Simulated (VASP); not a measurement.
Crystal: HfN.

```xyz
2
Lattice="2.8250 0.0000 0.0000 0.0000 2.8250 0.0000 0.0000 0.0000 2.8250" Properties=species:S:1:pos:R:3 pbc="T T T"
Hf    1.4125    1.4125    1.4125
N     0.0000    0.0000    0.0000
```

Base run:

```yaml
Program: VASP 6.6.1
Functional: r2SCAN
Potentials_or_basis: VASP PAW PBE potentials, release 64 (Hf_pv, N)
Cutoff: 520 eV
k_mesh: 9 × 9 × 9
Occupations: fermi-dirac, width 0.05 eV
Spin: no spin polarisation
```

Its results: pressure -7.9 GPa.

Task: After a change of settings the same cell gave: pressure 15.7 GPa. Which change was it?
A. functional from r2SCAN to PBE; further incar settings from ALGO = Normal; EDIFF = 1e-06; NBANDS = 14 to ALGO = Normal; EDIFF = 1e-08; NBANDS = 14
B. functional from r2SCAN to PBE; k mesh from 9 × 9 × 9 to 5 × 5 × 5
C. hubbard terms from none to Hf d U = 6.0 eV
D. functional from r2SCAN to RPBE

Result: C.

Caveats: the PAW data sets were made with another functional, which shifts forces and pressure a little; U without spin polarisation on a metal has little footing (some runs).
